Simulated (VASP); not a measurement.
A run of VASP 6.6.1:

Contents of INCAR:

```
SYSTEM = Rh
PREC = Accurate ; ENCUT = 520
EDIFF = 1E-8 ; ISMEAR = -1
SIGMA = 0.08 ; LREAL = .FALSE.
LASPH = .TRUE. ; NELM = 80
ALGO = Normal ; ISIF = 2
LWAVE = .FALSE. ; LCHARG = .FALSE.
GGA = PS ; LEFG = .TRUE.
NBANDS = 14
```

The input KPOINTS:

```
Automatic mesh
0
G
  16 16 16
  0 0 0
```

The input POSCAR:

```
Rh
1.0
    0.0000000000      1.8758502280      1.8758502280
    1.8758502280      0.0000000000      1.8758502280
    1.8758502280      1.8758502280      0.0000000000
Rh
1
Direct
    0.0000000000      0.0000000000      0.0000000000
```

Potentials or basis: VASP PAW PBE potentials, release 64 (Rh_pv).

Command:

```sh
$ cat potpaw_PBE.64/Rh_pv/POTCAR > POTCAR
$ mpirun -np 1 vasp_std > vasp.out
```

Hardware: 1 thread of Intel(R) Xeon(R) 6975P-C (Granite Rapids) (shared host).

Estimate the wall time of this run.

Wall time 10 s on 1 thread of Intel(R) Xeon(R) 6975P-C (Granite Rapids), on a shared host, peak memory 0.14 GiB. Counts: scf iterations 13, k points 145.
